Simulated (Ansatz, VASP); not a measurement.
## Two plane-wave programs on TePb

```xyz
2
Lattice="0.0000 3.3332 3.3332 3.3332 0.0000 3.3332 3.3332 3.3332 0.0000" Properties=species:S:1:pos:R:3 pbc="T T T"
Pb    0.0000    0.0000    0.0000
Te    3.3332    3.3332    3.3332
```

Change from the starting cell: hydrostatic strain +2.0%.

Alike in both runs: task single point; functional PBE; k mesh 8 × 8 × 8; occupations fermi-dirac, width 0.02 eV; no spin polarisation.

|  | VASP | Ansatz |
| --- | --- | --- |
| version | VASP 6.6.1 | Ansatz 0.2.0 |
| potentials or method | VASP PAW PBE potentials, release 64 (Pb_d, Te) | plane waves, PAW |
| plane-wave cutoff (eV) | 520 | 420 |
| valence electrons in the cell | 20 | 30 |

VASP gave:

* gap on the k mesh at the Fermi level (eV): 0.90
* pressure (GPa): -1.6

Problem. Estimate Ansatz's values.

Solution. gap on the k mesh at the Fermi level (eV): 0.90; pressure (GPa): -1.5.

VASP's potentials hold 20 valence electrons a cell and Ansatz's 30, so a difference there can come from the potentials and not from the codes.

Neither program's run includes spin-orbit coupling.
